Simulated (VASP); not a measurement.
# Hf5F (P-6m2) in VASP: further runs

Runs on Hf5F. Level: PBE. Tasks: single point, relaxation of cell and atoms.

Program: VASP 6.6.1. These are calculated values, not measurements. Logs are shortened: lines on timing, memory, paths and dates and some standing lists are left out, and cuts for length are marked.

### 1 The cell of the first run

Symmetry: P-6m2, No. 187, hexagonal system. The conventional cell has a = 2.901 Å, b = 2.901 Å, c = 14.102 Å, α = 90.00°, β = 90.00°, γ = 120.00°. Hf (site symmetry 3m) has 3 F at 2.86 Å and 9 Hf at 2.90 Å within 3.8 Å. Hf (site symmetry 3m) has 12 Hf at 2.90 Å within 3.8 Å. Hf (site symmetry -6m2) has 12 Hf at 2.90 Å within 3.8 Å. F (site symmetry -6m2) has 6 Hf at 2.86 Å and 6 F at 2.90 Å within 3.8 Å.

The cell was generated, and may not be a known phase.

### 2 Single point, PBE

INCAR

```
SYSTEM = Hf5F
  ALGO = Normal
  EDIFF = 1E-6
  ENCUT = 520
  GGA = PE
  ISIF = 2
  ISMEAR = 0
  LASPH = .TRUE.
  LCHARG = .TRUE.
  LELF = .TRUE.
  LREAL = .FALSE.
  LVHAR = .TRUE.
  LWAVE = .FALSE.
  NBANDS = 38
  NELM = 80
  PREC = Accurate
  SIGMA = 0.1
```

KPOINTS

```
k-points
0
G
  6 6 2
  0 0 0
```

POSCAR

```
Hf5F
1.0
    2.9012552900      0.0000000000      0.0000000000
   -1.4506276400      2.5125607800      0.0000000000
    0.0000000000      0.0000000000     14.1022498900
Hf F
5 1
Direct
    0.6666666700      0.3333333300      0.8353336500
    0.0000000000      0.0000000000      0.6676422400
    0.6666666700      0.3333333300      0.5000000000
    0.0000000000      0.0000000000      0.3323577600
    0.6666666700      0.3333333300      0.1646663500
    0.0000000000      0.0000000000      0.0000000000
```

Potentials or basis: VASP PAW PBE potentials, release 64 (Hf_pv, F).

Run with:

```bash
cat potpaw_PBE.64/Hf_pv/POTCAR potpaw_PBE.64/F/POTCAR > POTCAR
mpirun -np 1 vasp_std > vasp.out
```

OUTCAR:

```text
SYSTEM = Hf5F
   EDIFF = 1E-6
   ENCUT = 520
   GGA = PE
   ISIF = 2
   ISMEAR = 0
   LASPH = .TRUE.
   LREAL = .FALSE.
   NELM = 80
   PREC = Accurate

 ion  position               nearest neighbor table
   1  0.667  0.333  0.835-   6 2.86   6 2.86   6 2.86   2 2.90   2 2.90   2 2.90
   2  0.000  0.000  0.668-   3 2.90   3 2.90   3 2.90   1 2.90   1 2.90   1 2.90
   3  0.667  0.333  0.500-   2 2.90   4 2.90   2 2.90   4 2.90   2 2.90   4 2.90
   4  0.000  0.000  0.332-   3 2.90   3 2.90   3 2.90   5 2.90   5 2.90   5 2.90
   5  0.667  0.333  0.165-   6 2.86   6 2.86   6 2.86   4 2.90   4 2.90   4 2.90
   6  0.000  0.000  0.000-   1 2.86   5 2.86   1 2.86   5 2.86   1 2.86   5 2.86

  LATTYP: Found a hexagonal cell.
 ALAT       =     2.9012552900
 C/A-ratio  =     4.8607407761

  Lattice vectors:

 A1 = (   2.9012552900,   0.0000000000,   0.0000000000)
 A2 = (  -1.4506276400,   2.5125607800,   0.0000000000)
 A3 = (   0.0000000000,   0.0000000000,  14.1022498900)

Analysis of symmetry for initial positions (statically):
=====================================================================
 Subroutine PRICEL returns:
 Original cell was already a primitive cell.

 Routine SETGRP: Setting up the symmetry group for a
 hexagonal supercell.

 Subroutine GETGRP returns: Found 12 space group operations
 (whereof 12 operations were pure point group operations)
 out of a pool of 24 trial point group operations.

The static configuration has the point symmetry D_3h.

Analysis of symmetry for dynamics (positions and initial velocities):
=====================================================================
 Subroutine PRICEL returns:
 Original cell was already a primitive cell.

 Routine SETGRP: Setting up the symmetry group for a
 hexagonal supercell.

 Subroutine GETGRP returns: Found 12 space group operations
 (whereof 12 operations were pure point group operations)
 out of a pool of 24 trial point group operations.

The dynamic configuration has the point symmetry D_3h.

 Subroutine INISYM returns: Found 12 space group operations
 (whereof 12 operations are pure point group operations),
 and found     1 'primitive' translations

----------------------------------------------------------------------------------------

                                     Primitive cell

  volume of cell :     102.7995

  direct lattice vectors                    reciprocal lattice vectors
     2.901255290  0.000000000  0.000000000     0.344678389  0.199000160  0.000000000
    -1.450627640  2.512560780  0.000000000     0.000000000  0.398000322  0.000000000
     0.000000000  0.000000000 14.102249890     0.000000000  0.000000000  0.070910671

  length of vectors
     2.901255290  2.901255284 14.102249890     0.398000321  0.398000322  0.070910671

  position of ions in fractional coordinates (direct lattice)
     0.666666670  0.333333330  0.835333650
     0.000000000  0.000000000  0.667642240
     0.666666670  0.333333330  0.500000000
     0.000000000  0.000000000  0.332357760
     0.666666670  0.333333330  0.164666350
     0.000000000  0.000000000  0.000000000

  ion indices of the primitive-cell ions
   primitive index   ion index
                 1           1
                 2           2
                 3           3
                 4           4
                 5           5
                 6           6

----------------------------------------------------------------------------------------

 KPOINTS: k-points

Automatic generation of k-mesh.
 Grid dimensions read from file:
 generate k-points for:    6    6    2

 Generating k-lattice:

  Cartesian coordinates                     Fractional coordinates (reciprocal lattice)
     0.057446398  0.033166693  0.000000000     0.166666667 -0.000000000  0.000000000
     0.000000000  0.066333387  0.000000000     0.000000000  0.166666667  0.000000000
     0.000000000  0.000000000  0.035455335     0.000000000  0.000000000  0.500000000

  Length of vectors
     0.066333387  0.066333387  0.035455335

  Shift w.r.t. Gamma in fractional coordinates (k-lattice)
     0.000000000  0.000000000  0.000000000

 Subroutine IBZKPT returns following result:
 ===========================================

 Found     14 irreducible k-points:

 Following reciprocal coordinates:
            Coordinates               Weight
  0.000000  0.000000  0.000000      1.000000
  0.166667  0.000000  0.000000      6.000000
  0.333333  0.000000  0.000000      6.000000
  0.500000  0.000000  0.000000      3.000000
  0.166667  0.166667  0.000000      6.000000
  0.333333  0.166667  0.000000     12.000000
  0.333333  0.333333  0.000000      2.000000
  0.000000  0.000000  0.500000      1.000000
  0.166667  0.000000  0.500000      6.000000
  0.333333  0.000000  0.500000      6.000000
  0.500000  0.000000  0.500000      3.000000
  0.166667  0.166667  0.500000      6.000000
  0.333333  0.166667  0.500000     12.000000
  0.333333  0.333333  0.500000      2.000000
   k-points           NKPTS =     14   k-points in BZ     NKDIM =     14   number of bands    NBANDS=     38
   number of dos      NEDOS =    301   number of ions     NIONS =      6
   total plane-waves  NPLWV =  62208
   dimension x,y,z NGX =    24 NGY =   24 NGZ =  108
   dimension x,y,z NGXF=    48 NGYF=   48 NGZF=  216
   ions per type =               5   1
   NGX,Y,Z   is equivalent  to a cutoff of  13.75, 13.75, 12.73 a.u.
   NGXF,Y,Z  is equivalent  to a cutoff of  27.50, 27.50, 25.46 a.u.
 SYSTEM =  Hf5F
   PREC   = accura    normal or accurate (medium, high low for compatibility)
   ISTART =      0    job   : 0-new  1-cont  2-samecut
   ICHARG =      2    charge: 1-file 2-atom 10-const
   ISPIN  =      1    spin polarized calculation?
   LNONCOLLINEAR =      F non collinear calculations
   LSORBIT =      F    spin-orbit coupling
   LASPH  =      T    aspherical Exc in radial PAW
   ENCUT  =  520.0 eV  38.22 Ry    6.18 a.u.   5.39  5.39 26.22*2*pi/ulx,y,z
   NELM   =     80;   NELMIN=  2; NELMDL= -5     # of ELM steps
   EDIFF  = 0.1E-05   stopping-criterion for ELM
   LREAL  =      F    real-space projection
   EDIFFG = 0.1E-04   stopping-criterion for IOM
   NSW    =      0    number of steps for IOM
   IBRION =     -1    ionic relax: 0-MD 1-quasi-New 2-CG
   NFREE  =      0    steps in history (QN), initial steepest desc. (CG)
   ISIF   =      2    stress and relaxation
   ISYM   =      2    0-nonsym 1-usesym 2-fastsym
   POTIM  = 0.5000    time-step for ionic-motion
   TEBEG  =    0.0;   TEEND  =   0.0 temperature during run
   PSTRESS=    0.0 pullay stress
   NELECT =      57.0000    total number of electrons
   NUPDOWN=      -1.0000    fix difference up-down
   EMIN   =  10.00;   EMAX   =-10.00  energy-range for DOS
   EFERMI =   0.00;   METHOD = LEGACY
   ISMEAR =     0;   SIGMA  =   0.10  broadening in eV -4-tet -1-fermi 0-gaus
   EFERMI_NEDOS =   21; number of points for ismear=-14 and -15
   IALGO  =     38    algorithm
   IMIX   =      4    mixing-type and parameters
     AMIX     =   0.40;   BMIX     =  1.00
     AMIX_MAG =   1.60;   BMIX_MAG =  1.00
  volume/ion in A,a.u.               =      17.13       115.62
  Fermi-wavevector in a.u.,A,eV,Ry     =   1.344940  2.541567 24.611072  1.808863
  Thomas-Fermi vector in A             =   2.472893
   LORBIT       =      0    0 simple, 1 ext, 2 COOP (PROOUT), +10 PAW based schemes
   GGA     = PE    functional components
   LHFCALC =     F    Hartree Fock is set to
   AEXX    =    0.0000 exact exchange contribution
   IVDW    =     0    specifies the selected vdW correction
   LEPSILON=     F    determine dielectric tensor
   LRPA    =     F    only Hartree local field effects (RPA)
 non-spin polarized calculation
 Gauss-broadening in eV      SIGMA  =   0.10
  energy-cutoff  :      520.00
  volume of cell :      102.80
 maximum number of plane-waves:      2836
 NGX is ok and might be reduce to    24
   NGX = 11   NGY = 11   NGZ = 53

 number of electron      56.9999997 magnetization

 Free energy of the ion-electron system (eV)
  ---------------------------------------------------
  ext. energy  EPLUGINS =         0.00000000
  ---------------------------------------------------
  free energy    TOTEN  =       -51.41568060 eV

  energy without entropy =      -51.37430090  energy(sigma->0) =      -51.39499075

 E-fermi :   5.8518     XC(G=0): -11.8390

 val. band max:        5.8484127964   @ k =   0.0000   0.0000   0.0000
 cond. band min:       5.8786388974   @ k =   0.3333   0.1667   0.0000
 fundamental gap:      0.0302261010
 Fermi energy:         5.8517779147

 k-point     1 :       0.0000    0.0000    0.0000
  band No.  band energies     occupation
      1     -25.3524      2.00000
      2     -25.2700      2.00000
      3     -24.7501      2.00000
      4     -24.1653      2.00000
      5     -24.1653      2.00000
      6     -24.1652      2.00000
[... 30 lines left out ...]
     37       7.6595      0.00000
     38       7.9296      0.00000

 k-point     2 :       0.1667    0.0000    0.0000
  band No.  band energies     occupation
      1     -25.2413      2.00000
      2     -25.1938      2.00000
      3     -24.7401      2.00000
      4     -24.5686      2.00000
      5     -24.5169      2.00000
      6     -24.2499      2.00000
[... 30 lines left out ...]
     37       8.2189      0.00000
     38       8.2471      0.00000

 k-point     3 :       0.3333    0.0000    0.0000
  band No.  band energies     occupation
      1     -25.2803      2.00000
      2     -25.2791      2.00000
      3     -25.0632      2.00000
      4     -25.0414      2.00000
      5     -24.7271      2.00000
      6     -24.6784      2.00000
[... 30 lines left out ...]
     37       9.2803      0.00000
[... 371 lines left out ...]
 k-point    13 :       0.3333    0.1667    0.5000
  band No.  band energies     occupation
      1     -25.4210      2.00000
      2     -25.4209      2.00000
      3     -25.0447      2.00000
      4     -25.0382      2.00000
      5     -24.8374      2.00000
      6     -24.7309      2.00000
[... 30 lines left out ...]
     37       8.7465      0.00000
     38      10.0867      0.00000

 k-point    14 :       0.3333    0.3333    0.5000
  band No.  band energies     occupation
      1     -25.2064      2.00000
      2     -25.1988      2.00000
      3     -25.1589      2.00000
      4     -25.1575      2.00000
      5     -24.9732      2.00000
      6     -24.9346      2.00000
[... 30 lines left out ...]
     37       8.6347      0.00000
     38       9.7067      0.00000

------------------------ aborting loop because EDIFF is reached ----------------------------------------

  FORCE on cell =-STRESS in cart. coord.  units (eV):
  Direction    XX          YY          ZZ          XY          YZ          ZX
  --------------------------------------------------------------------------------------
  -------------------------------------------------------------------------------------
  Total       20.9222712     20.9222711      9.6621838      0.0000000     -0.0000000     -0.0000000
  in kB      326.0832425    326.0832415    150.5895888      0.0000006     -0.0000000     -0.0000000
  external PRESSURE =     267.5853576 kB  Pullay stress =       0.0000000 kB

 VOLUME and BASIS-vectors are now :
 -----------------------------------------------------------------------------
  energy-cutoff  :      520.00
  volume of cell :      102.80
      direct lattice vectors                 reciprocal lattice vectors
     2.901255290  0.000000000  0.000000000     0.344678389  0.199000160  0.000000000
    -1.450627640  2.512560780  0.000000000     0.000000000  0.398000322  0.000000000
     0.000000000  0.000000000 14.102249890     0.000000000  0.000000000  0.070910671

 POSITION                                       TOTAL-FORCE (eV/Angst)
 -----------------------------------------------------------------------------------
      1.45063      0.83752     11.78008        -0.000000      0.000000      2.924380
      0.00000      0.00000      9.41526         0.000000     -0.000000      0.401322
      1.45063      0.83752      7.05112         0.000000     -0.000000      0.000000
      0.00000      0.00000      4.68699         0.000000     -0.000000     -0.401322
      1.45063      0.83752      2.32217        -0.000000      0.000000     -2.924380
      0.00000      0.00000      0.00000         0.000000     -0.000000      0.000000
 -----------------------------------------------------------------------------------
    total drift:                               -0.000010      0.000006      0.000000

  FREE ENERGIE OF THE ION-ELECTRON SYSTEM (eV)
  ---------------------------------------------------
  free  energy   TOTEN  =       -51.4156806034 eV

  energy  without entropy=      -51.3743008971  energy(sigma->0) =      -51.39499075
```

Wall time 62 s (1 thread of Intel Xeon 6975P-C (Granite Rapids), shared host); peak memory 0.24 GiB.

Results:

- Free energy: -51.4157 eV
- Pressure: 26.8 GPa
- Largest force: 2.924 eV/Å
- Band gap on the k mesh: zero (an odd number of electrons rules out a gap without spin polarisation)

Forces in eV/Å, atoms in the order of the input:
```
Hf   0.000  0.000  2.924
Hf   0.000  0.000  0.401
Hf   0.000  0.000  0.000
Hf   0.000  0.000 -0.401
Hf   0.000  0.000 -2.924
F    0.000  0.000  0.000
```

Caveat: the k points lie up to 0.42 Å⁻¹ apart, too coarse for converged energies and pressures of a metal; spin-orbit coupling is left out, which moves the levels of the heavy elements; an odd number of electrons without spin polarisation forces a metal; a magnetic or distorted state may lie lower.

(Continued in part 2 of 2.)

The gap in the log of VASP goes by the Fermi energy; the results here count the filled bands.